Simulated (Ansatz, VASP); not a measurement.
## One calculation of P, two programs

File POSCAR:

```
P
1.0
    1.7257251780      0.9963478961      3.1296800121
   -1.7257251780      0.9963478961      3.1296800121
    0.0000000000     -1.9926957921      3.1296800121
P
2
Direct
    0.7729197500      0.7729197500      0.7729197500
    0.2270802500      0.2270802500      0.2270802500
```

The input INCAR.step1:

```
PREC     = Accurate       # precision mode
ENCUT    = 520            # plane-wave cutoff, eV
EDIFF    = 1E-5           # SCF threshold, eV
ISMEAR   = -1             # smearing method
SIGMA    = 0.05           # smearing width, eV
LREAL    = F              # projectors in reciprocal space
LASPH    = T              # aspherical terms in the spheres
NELM     = 60             # most SCF steps
ALGO     = Normal         # electronic algorithm
ISIF     = 2              # what is computed and relaxed
LWAVE    = T              # write WAVECAR
LCHARG   = F              # write CHGCAR
NBANDS   = 12             # bands
GGA      = PE             # functional
```

INCAR.step2

```
PREC     = Accurate       # precision mode
ENCUT    = 520            # plane-wave cutoff, eV
EDIFF    = 1E-6           # SCF threshold, eV
ISMEAR   = -1             # smearing method
SIGMA    = 0.05           # smearing width, eV
LREAL    = F              # projectors in reciprocal space
LASPH    = T              # aspherical terms in the spheres
NELM     = 60             # most SCF steps
ALGO     = Normal         # electronic algorithm
ISIF     = 2              # what is computed and relaxed
LWAVE    = F              # write WAVECAR
LCHARG   = F              # write CHGCAR
GGA      = PE             # functional
LHFCALC  = T              # exact exchange
AEXX     = 0.4            # exact-exchange fraction
HFSCREEN = 0.2            # screening, 1/A
PRECFOCK = Normal       
NBANDS   = 12             # bands
ISTART   = 1
```

KPOINTS

```
Automatic mesh
0
Gamma
  5 5 5
```

input.yaml

```yaml
crystal:
  lattice:
    - [1.725725178, 0.9963478961, 3.1296800121]
    - [-1.725725178, 0.9963478961, 3.1296800121]
    - [0.0, -1.9926957921, 3.1296800121]
  atoms:
    - { symbol: P, position: [0.77291975, 0.77291975, 0.77291975] }
    - { symbol: P, position: [0.22708025, 0.22708025, 0.22708025] }
hamiltonian:
  xc: { exchange: pbe, correlation: pbe, exx: { coeff: 0.4, omega: 0.2 } }
  pseudopotentials: { kind: paw }
kpoints:
  mp_grid: { grid: [5, 5, 5] }
scf:
  occupations: { method: fermi_dirac, width: 0.05 }
output:
  forces: true
  stress: true
  eigenvalues: true
  write_density: true
  write_potential: true
  elf: true
  volumetric_format: npy
```

Alike in both runs: task single point; functional PBE-based screened hybrid with a share of 0.4 of exact exchange and HFSCREEN = 0.2; k mesh 5 × 5 × 5; occupations fermi-dirac, width 0.05 eV; no spin polarisation.

|  | VASP | Ansatz |
| --- | --- | --- |
| version | VASP 6.6.1 | Ansatz 0.2.0 |
| potentials or method | VASP PAW PBE potentials, release 64 (P) | Ansatz PAW |
| plane-wave cutoff (eV) | 520 | 420 |
| valence electrons in the cell | 10 | 10 |

|  | VASP | Ansatz | Ansatz less VASP |
| --- | --- | --- | --- |
| gap on the k mesh at the Fermi level (eV) | none | none | - |
| pressure (GPa) | -3.4 | -2.5 | +0.92 |
| traceless stress, the component that is largest in VASP (GPa) | 0.55 | 0.37 | -0.181 |
| rms of the force components (eV/Å) | 0.271 | 0.218 | -0.0531 |

VASP's potentials were made for PBE, not for PBE-based screened hybrid. Atom by atom the forces differ by 0.053 eV/Å (rms over components). A gap of «none» marks a metal or a gap that the smearing closes.

The k mesh is coarse, so the values compare programs but aren't converged.
